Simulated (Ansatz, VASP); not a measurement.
# TiSi in VASP and in Ansatz

Contents of INCAR:

```
SYSTEM = TiSi
PREC = Accurate
ENCUT = 520
EDIFF = 1E-7
ISMEAR = 0
SIGMA = 0.15
LREAL = .FALSE.
LASPH = .TRUE.
NELM = 100
ALGO = Normal
ISIF = 2
LWAVE = .FALSE.
LCHARG = .TRUE.
GGA = PS
LELF = .TRUE.
LVHAR = .TRUE.
NBANDS = 15
```

Contents of KPOINTS:

```
regular mesh
0
G
  18 24 24
  0 0 0
```

The input POSCAR:

```
TiSi
1.0
    3.8451322707      0.0000000000      0.0000000000
    0.0000000000      1.8275451682      2.0105266440
    0.0000000000     -1.8275451682      2.0105266440
Ti Si
1 1
Direct
    0.0000000000      0.0507344298      0.0507344298
    0.5000000000      0.5507655702      0.5507655702
```

Input for Ansatz:

```yaml
crystal:
  lattice:
    - [3.8451322707, 0.0, 0.0]
    - [0.0, 1.8275451682, 2.010526644]
    - [0.0, -1.8275451682, 2.010526644]
  atoms:
    - { symbol: Ti, position: [0.0, 0.0507344298, 0.0507344298] }
    - { symbol: Si, position: [0.5, 0.5507655702, 0.5507655702] }
basis:
  ecutwfc: 420
kpoints:
  mp_grid: { grid: [18, 24, 24] }
hamiltonian:
  xc: pbesol
scf:
  occupations: { method: gaussian, width: 0.15 }
output:
  forces: true
  stress: true
  eigenvalues: true
```

Alike in both runs: task single point; functional PBEsol; k mesh 18 × 24 × 24; occupations gaussian, width 0.15 eV; no spin polarisation.

|  | VASP | Ansatz |
| --- | --- | --- |
| version | VASP 6.6.1 | Ansatz 0.2.0 |
| potentials or method | VASP PAW PBE potentials, release 64 (Ti_sv, Si), cutoff 520 eV | scalar-relativistic, plane waves, PAW |
| valence electrons in the cell | 16 | 16 |

```csv
,VASP,Ansatz,Ansatz less VASP
gap on the k mesh at the Fermi level (eV),none,none,-
pressure (GPa),-0.7,-0.7,-0.04
"traceless stress, the component that is largest in VASP (GPa)",1.87,1.94,+0.073
```

VASP's potentials were made for PBE, not for PBEsol. A gap of «none» marks a metal or a gap that the smearing closes.
